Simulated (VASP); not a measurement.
Write the native input for VASP 6.6.1 that does the following.

```
Task                   : single point
Functional             : PBE
Potentials or basis    : VASP PAW PBE potentials, release 64 (Sr_sv, O)
Cutoff                 : 520 eV
k mesh                 : 9 × 9 × 4
Occupations            : gaussian, width 0.05 eV
Spin                   : no spin polarisation
Dipole correction      : no
Further INCAR settings : ALGO = Normal; EDIFF = 1e-06; NBANDS = 24
```

The structure of SrO lies in POSCAR:

```
SrO
1.0
    3.5769478779      0.0000000000      0.0000000000
   -1.7884739390      3.0977277303      0.0000000000
    0.0000000000      0.0000000000      6.2426216355
Sr O
2 2
Direct
    0.3333333333      0.6666666667      0.2500000000
    0.6666666667      0.3333333333      0.7500000000
   -0.0345091658     -0.0690183317      0.0000000000
    0.0345091658      0.0690183317      0.5000000000
```

This cell differs from its parent crystal: mode 6 frozen in at +0.000 Å and mode 7 at -0.214 Å (largest displacements).

These files were run (other wordings do the same):

INCAR

```
SYSTEM = SrO
ALGO = Normal
EDIFF = 1E-6
ENCUT = 520
GGA = PE
ISIF = 2
ISMEAR = 0
LASPH = .True.
LCHARG = .False.
LREAL = .False.
LWAVE = .False.
NBANDS = 24
NELM = 60
PREC = Accurate
SIGMA = 0.05
```

KPOINTS

```
k-points
0
Gamma
  9 9 4
  0 0 0
```

Potentials or basis: VASP PAW PBE potentials, release 64 (Sr_sv, O).

Command:

```sh
$ cat potpaw_PBE.64/Sr_sv/POTCAR potpaw_PBE.64/O/POTCAR > POTCAR
$ mpirun -np 1 vasp_std > vasp.out
```

Results of the run:

```
Pressure               : 1.8 GPa
Largest force          : 0.474 eV/Å
Band gap on the k mesh : 3.08 eV, direct
```

Caveat: the cell differs from its parent crystal (mode 6 frozen in at +0.000 Å and mode 7 at -0.214 Å (largest displacements)).

Wall time 100 s on 1 thread of Intel Xeon 6975P-C, on a shared host, peak memory 0.26 GiB.
